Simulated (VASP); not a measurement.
Runs of VASP 6.6.1 on Si. The structure is that of space group I4_1/amd (No. 141), or close to it. The cells are those of the table. 

| task | cell | cutoff (eV) | gap on the mesh (eV) | pressure (GPa) |
| --- | --- | --- | --- | --- |
| single point | a = 3.797 Å, angles 96.7, 96.7, 140.1°, 2 atoms | 520 | none | (a) |
| single point | a = 3.721 Å, angles 97.6, 97.6, 137.3°, 2 atoms | 520 | none | -5.5 |
| single point | a = 3.584 Å, angles 97.5, 97.5, 137.8°, 2 atoms | 520 | none | 7.5 |
| relaxation of shape and atoms at fixed volume | relaxed from a = 3.582 Å, angles 97.5, 97.5, 137.7°, 2 atoms | 600 | none | 7.6 |
| relaxation of shape and atoms at fixed volume | relaxed from a = 3.618 Å, angles 97.5, 97.5, 137.6°, 2 atoms | 600 | none | 3.4 |

Alike in all rows: level PBE; potentials or basis VASP PAW PBE potentials, release 64 (Si); no spin polarisation; k mesh 18 × 18 × 18; smearing gaussian 0.1 eV.

Task: Fill in the values left out.

Result: (a) -6.5.

Caveats: the cell stands under tension (at least some runs); the cell stands under pressure (at least some runs).

A gap of «none» marks levels without a gap at the run's occupations.
